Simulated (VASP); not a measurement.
# HRh6 in VASP: single point with PBE+D3(BJ)

Aim: the single point of HRh6 with PBE+D3(BJ).

Everything below comes from runs of VASP 6.6.1. Logs are shortened: lines on timing, memory, paths and dates and some standing lists are left out, and cuts for length are marked.

### 1 The cell of the first run

The cell holds a slab with vacuum, 14 atoms: a = 5.374 Å, b = 5.374 Å, c = 19.388 Å, α = 90.00°, β = 90.00°, γ = 60.00°.

### 2 Single point, PBE+D3(BJ)

INCAR reads:

```
SYSTEM = HRh6
PREC = Accurate
ENCUT = 520
EDIFF = 1E-7
ISMEAR = -1
SIGMA = 0.002
LREAL = .False.
LASPH = .True.
NELM = 100
ALGO = Normal
ISIF = 2
LWAVE = .False.
LCHARG = .False.
GGA = PE
IVDW = 12
NBANDS = 104
```

KPOINTS reads:

```
regular mesh
0
Gamma
  2 2 1
  0 0 0
```

POSCAR reads:

```
HRh6
1.0
    5.3740120000      0.0000000000      0.0000000000
    2.6870060000      4.6540310000      0.0000000000
    0.0000000000      0.0000000000     19.3878620000
Rh H
12 2
Direct
    0.1666630824      0.1666727188      0.0515786630
    0.6666619659      0.1666727188      0.0515786630
    0.1666641894      0.6666693883      0.0515786630
    0.6666630729      0.6666693883      0.0515786630
   -0.1641905452      0.3329586760      0.1643193045
    0.3312071586      0.3328942158      0.1643347781
   -0.1660592394      0.8321173623      0.1645204613
    0.3326554251      0.8347602326      0.1635662560
   -0.0093845428      0.0048130320      0.2758323739
    0.5044794614      0.0049204657      0.2758117424
    0.0002338112      0.4997173418      0.2759561627
    0.5034737506      0.4928630686      0.2754042710
    0.3407660236      0.8357701098      0.2629170767
    0.4972360903      0.5190339299      0.3623452653
```

Potentials or basis: VASP PAW PBE potentials, release 64 (Rh_pv, H).

Command:

```bash
$ cat potpaw_PBE.64/Rh_pv/POTCAR potpaw_PBE.64/H/POTCAR > POTCAR
$ mpirun -np 1 vasp_std > vasp.out
```

OUTCAR:

```text
SYSTEM = HRh6
   PREC = Accurate
   ENCUT = 520
   EDIFF = 1E-7
   ISMEAR = -1
   LREAL = .False.
   LASPH = .True.
   NELM = 100
   ISIF = 2
   GGA = PE
   IVDW = 12
 IVDW          = 12

 ion  position               nearest neighbor table
   1  0.167  0.167  0.052-   8 2.66   5 2.67   6 2.67   3 2.69   4 2.69   2 2.69   2 2.69   4 2.69
                             3 2.69
   2  0.667  0.167  0.052-   5 2.69   6 2.69   7 2.69   3 2.69   4 2.69   1 2.69   1 2.69   4 2.69
                             3 2.69
   3  0.167  0.667  0.052-   8 2.67   6 2.68   7 2.68   2 2.69   1 2.69   4 2.69   4 2.69   1 2.69
                             2 2.69
   4  0.667  0.667  0.052-   8 2.67   5 2.68   7 2.68   2 2.69   1 2.69   3 2.69   3 2.69   1 2.69
                             2 2.69
   5  0.836  0.333  0.164-   9 2.65  12 2.65  11 2.66   6 2.66   1 2.67   8 2.67   7 2.68   4 2.68
                             2 2.69   7 2.70   8 2.70   6 2.71
   6  0.331  0.333  0.164-  10 2.65  12 2.65  11 2.66   5 2.66   8 2.67   1 2.67   7 2.68   3 2.68
                             2 2.69   7 2.70   8 2.70   5 2.71
   7  0.834  0.832  0.165-  10 2.65   9 2.65  11 2.66   5 2.68   6 2.68   3 2.68   4 2.68   2 2.69
                             8 2.69   8 2.69   6 2.70   5 2.70
   8  0.333  0.835  0.164-  13 1.93   1 2.66   4 2.67   3 2.67   6 2.67   5 2.67   7 2.69   7 2.69
                            12 2.69  10 2.70   9 2.70   5 2.70   6 2.70
   9  0.991  0.005  0.276-  13 1.65  10 2.61  12 2.62   7 2.65   5 2.65  11 2.69  11 2.69   8 2.70
                            12 2.75  10 2.76
  10  0.504  0.005  0.276-  13 1.57   9 2.61  12 2.62   6 2.65   7 2.65  11 2.68  11 2.69   8 2.70
                            12 2.75   9 2.76
  11  0.000  0.500  0.276-   6 2.66   5 2.66   7 2.66  10 2.68   9 2.69  12 2.69  12 2.69   9 2.69
                            10 2.69
  12  0.503  0.493  0.275-  13 1.61  14 1.69  10 2.62   9 2.62   6 2.65   5 2.65  11 2.69  11 2.69
                             8 2.69   9 2.75  10 2.75
  13  0.341  0.836  0.263-  10 1.57  12 1.61   9 1.65   8 1.93
  14  0.497  0.519  0.362-  12 1.69

  LATTYP: Found a hexagonal cell.
 ALAT       =     5.3740120760
 C/A-ratio  =     3.6077071889

  Lattice vectors:

 A1 = (  -2.6870060000,  -4.6540310000,   0.0000000000)
 A2 = (   5.3740120000,   0.0000000000,   0.0000000000)
 A3 = (   0.0000000000,   0.0000000000,  19.3878620000)

Analysis of symmetry for initial positions (statically):
=====================================================================
 Subroutine PRICEL returns:
 Original cell was already a primitive cell.

 Routine SETGRP: Setting up the symmetry group for a
 hexagonal supercell.

 Subroutine GETGRP returns: Found  1 space group operations
 (whereof  1 operations were pure point group operations)
 out of a pool of 24 trial point group operations.

The static configuration has the point symmetry C_1 .

Analysis of symmetry for dynamics (positions and initial velocities):
=====================================================================
 Subroutine PRICEL returns:
 Original cell was already a primitive cell.

 Routine SETGRP: Setting up the symmetry group for a
 hexagonal supercell.

 Subroutine GETGRP returns: Found  1 space group operations
 (whereof  1 operations were pure point group operations)
 out of a pool of 24 trial point group operations.

The dynamic configuration has the point symmetry C_1 .

 Subroutine INISYM returns: Found  1 space group operations
 (whereof  1 operations are pure point group operations),
 and found     1 'primitive' translations

----------------------------------------------------------------------------------------

                                     Primitive cell

  volume of cell :     484.9063

  direct lattice vectors                    reciprocal lattice vectors
     5.374012000  0.000000000  0.000000000     0.186080716 -0.107433749  0.000000000
     2.687006000  4.654031000  0.000000000     0.000000000  0.214867499  0.000000000
     0.000000000  0.000000000 19.387862000     0.000000000  0.000000000  0.051578663

  length of vectors
     5.374012000  5.374012076 19.387862000     0.214867502  0.214867499  0.051578663

  position of ions in fractional coordinates (direct lattice)
     0.166663082  0.166672719  0.051578663
     0.666661966  0.166672719  0.051578663
     0.166664189  0.666669388  0.051578663
[... 40 lines left out ...]
     0.093040358 -0.053716875  0.000000000     0.500000000  0.000000000  0.000000000
     0.000000000  0.107433749  0.000000000     0.000000000  0.500000000  0.000000000
     0.000000000  0.000000000  0.051578663     0.000000000  0.000000000  1.000000000

  Length of vectors
     0.107433751  0.107433749  0.051578663

  Shift w.r.t. Gamma in fractional coordinates (k-lattice)
     0.000000000  0.000000000  0.000000000

 Subroutine IBZKPT returns following result:
 ===========================================

 Found      4 irreducible k-points:

 Following reciprocal coordinates:
            Coordinates               Weight
  0.000000  0.000000  0.000000      1.000000
  0.500000 -0.000000  0.000000      1.000000
  0.500000  0.500000  0.000000      1.000000
  0.000000  0.500000  0.000000      1.000000
   k-points           NKPTS =      4   k-points in BZ     NKDIM =      4   number of bands    NBANDS=    104
   number of dos      NEDOS =    301   number of ions     NIONS =     14
   total plane-waves  NPLWV = 230400
   dimension x,y,z NGX =    40 NGY =   40 NGZ =  144
   dimension x,y,z NGXF=    80 NGYF=   80 NGZF=  288
   ions per type =              12   2
   NGX,Y,Z   is equivalent  to a cutoff of  12.37, 12.37, 12.35 a.u.
   NGXF,Y,Z  is equivalent  to a cutoff of  24.75, 24.75, 24.70 a.u.
 SYSTEM =  HRh6
   PREC   = accura    normal or accurate (medium, high low for compatibility)
   ISTART =      0    job   : 0-new  1-cont  2-samecut
   ICHARG =      2    charge: 1-file 2-atom 10-const
   ISPIN  =      1    spin polarized calculation?
   LNONCOLLINEAR =      F non collinear calculations
   LSORBIT =      F    spin-orbit coupling
   LASPH  =      T    aspherical Exc in radial PAW
   ENCUT  =  520.0 eV  38.22 Ry    6.18 a.u.   9.99  9.99 36.05*2*pi/ulx,y,z
   NELM   =    100;   NELMIN=  2; NELMDL= -5     # of ELM steps
   EDIFF  = 0.1E-06   stopping-criterion for ELM
   LREAL  =      F    real-space projection
   EDIFFG = 0.1E-05   stopping-criterion for IOM
   NSW    =      0    number of steps for IOM
   IBRION =     -1    ionic relax: 0-MD 1-quasi-New 2-CG
   NFREE  =      0    steps in history (QN), initial steepest desc. (CG)
   ISIF   =      2    stress and relaxation
   ISYM   =      2    0-nonsym 1-usesym 2-fastsym
   POTIM  = 0.5000    time-step for ionic-motion
   TEBEG  =    0.0;   TEEND  =   0.0 temperature during run
   PSTRESS=    0.0 pullay stress
   NELECT =     182.0000    total number of electrons
   NUPDOWN=      -1.0000    fix difference up-down
   EMIN   =  10.00;   EMAX   =-10.00  energy-range for DOS
   EFERMI =   0.00;   METHOD = LEGACY
   ISMEAR =    -1;   SIGMA  =   0.00  broadening in eV -4-tet -1-fermi 0-gaus
   EFERMI_NEDOS =   21; number of points for ismear=-14 and -15
   IALGO  =     38    algorithm
   IMIX   =      4    mixing-type and parameters
     AMIX     =   0.40;   BMIX     =  1.00
     AMIX_MAG =   1.60;   BMIX_MAG =  1.00
  volume/ion in A,a.u.               =      34.64       233.74
  Fermi-wavevector in a.u.,A,eV,Ry     =   1.180899  2.231575 18.973624  1.394522
  Thomas-Fermi vector in A             =   2.317182
   LORBIT       =      0    0 simple, 1 ext, 2 COOP (PROOUT), +10 PAW based schemes
   GGA     = PE    functional components
   LHFCALC =     F    Hartree Fock is set to
   AEXX    =    0.0000 exact exchange contribution
   IVDW    =    12    specifies the selected vdW correction
   LEPSILON=     F    determine dielectric tensor
   LRPA    =     F    only Hartree local field effects (RPA)
 non-spin polarized calculation
  energy-cutoff  :      520.00
  volume of cell :      484.91
 maximum number of plane-waves:     13024
 NGX is ok and might be reduce to    40
   NGX = 19   NGY = 19   NGZ = 73

 number of electron     181.9999994 magnetization

 Free energy of the ion-electron system (eV)
  ---------------------------------------------------
  ext. energy  EPLUGINS =         0.00000000
  ---------------------------------------------------
  free energy    TOTEN  =       -89.44928215 eV

  energy without entropy =      -89.44928192  energy(sigma->0) =      -89.44928204

 E-fermi :   0.6545     XC(G=0):  -5.8265

 val. band max:        0.6311775314   @ k =   0.0000   0.5000   0.0000
 cond. band min:       0.6777317185   @ k =   0.0000   0.0000   0.0000
 fundamental gap:      0.0465541871
 Fermi energy:         0.6544546212

 k-point     1 :       0.0000    0.0000    0.0000
  band No.  band energies     occupation
      1     -46.4950      2.00000
      2     -46.4923      2.00000
      3     -46.4769      2.00000
      4     -46.4444      2.00000
      5     -46.3413      2.00000
      6     -46.2394      2.00000
[... 413 lines left out ...]
    102       3.2235      0.00000
    103       3.7771      0.00000
 [bands above 103 left out]

------------------------ aborting loop because EDIFF is reached ----------------------------------------

 Edisp (eV)   -5.41548

 E8    (eV) :    -2.5064

  FORCE on cell =-STRESS in cart. coord.  units (eV):
  Direction    XX          YY          ZZ          XY          YZ          ZX
  --------------------------------------------------------------------------------------
  -------------------------------------------------------------------------------------
  Total      -6.96149    -7.31651    -0.78846     0.61385    -0.02665     0.16968
  in kB     -23.00142   -24.17445    -2.60514     2.02822    -0.08805     0.56065
  external pressure =      -16.59 kB  Pullay stress =        0.00 kB

 VOLUME and BASIS-vectors are now :
 -----------------------------------------------------------------------------
  energy-cutoff  :      520.00
  volume of cell :      484.91
      direct lattice vectors                 reciprocal lattice vectors
     5.374012000  0.000000000  0.000000000     0.186080716 -0.107433749  0.000000000
     2.687006000  4.654031000  0.000000000     0.000000000  0.214867499  0.000000000
     0.000000000  0.000000000 19.387862000     0.000000000  0.000000000  0.051578663

 POSITION                                       TOTAL-FORCE (eV/Angst)
 -----------------------------------------------------------------------------------
      1.34350      0.77570      1.00000        -0.004671     -0.012778      0.194168
      4.03050      0.77570      1.00000        -0.005797      0.158740      0.330474
      2.68700      3.10270      1.00000         0.134658     -0.106083      0.316854
      5.37400      3.10270      1.00000        -0.125315     -0.101553      0.310096
      5.38631      1.54960      3.18580        -0.069632     -0.073498     -0.621986
      2.67440      1.54930      3.18610         0.071122     -0.051777     -0.645403
      6.71751      3.87270      3.18970         0.018708      0.137456     -0.636030
      4.03070      3.88500      3.17120        -0.038696      0.035882     -0.896771
      5.33651      0.02240      5.34780        -0.929050      0.518886      0.582077
      2.72430      0.02290      5.34740         1.651029      1.005216      0.808174
      1.34400      2.32570      5.35020        -0.002587      0.032022      0.138962
      4.03000      2.29380      5.33950        -0.030163     -1.332795      1.572462
      4.07700      3.88970      5.09740        -0.647359     -0.077821     -0.399672
      4.06680      2.41560      7.02510        -0.022247     -0.131897     -1.053403
 -----------------------------------------------------------------------------------
    total drift:                                0.000053      0.000067     -0.001382

  FREE ENERGIE OF THE ION-ELECTRON SYSTEM (eV)
  ---------------------------------------------------
  free  energy   TOTEN  =       -94.8647580226 eV

  energy  without entropy=      -94.8647577997  energy(sigma->0) =      -94.86475791
```

Wall time 7.6 min (1 thread of Intel Xeon Platinum 8488C (Sapphire Rapids), shared host); peak memory 0.56 GiB.

What came out:

- Free energy: -94.8648 eV
- Largest force: 2.095 eV/Å
- Band gap on the k mesh: zero (bands 91 and 92 overlap by 0.92 eV)
- Dispersion energy per atom: -0.387 eV

Forces on the atoms (eV/Å):
```
Rh  -0.005 -0.013  0.194
Rh  -0.006  0.159  0.330
Rh   0.135 -0.106  0.317
Rh  -0.125 -0.102  0.310
Rh  -0.070 -0.073 -0.622
Rh   0.071 -0.052 -0.645
Rh   0.019  0.137 -0.636
Rh  -0.039  0.036 -0.897
Rh  -0.929  0.519  0.582
Rh   1.651  1.005  0.808
Rh  -0.003  0.032  0.139
Rh  -0.030 -1.333  1.572
H   -0.647 -0.078 -0.400
H   -0.022 -0.132 -1.053
```

Caveat: the k points lie up to 0.68 Å⁻¹ apart, too coarse for converged energies and pressures of a metal.
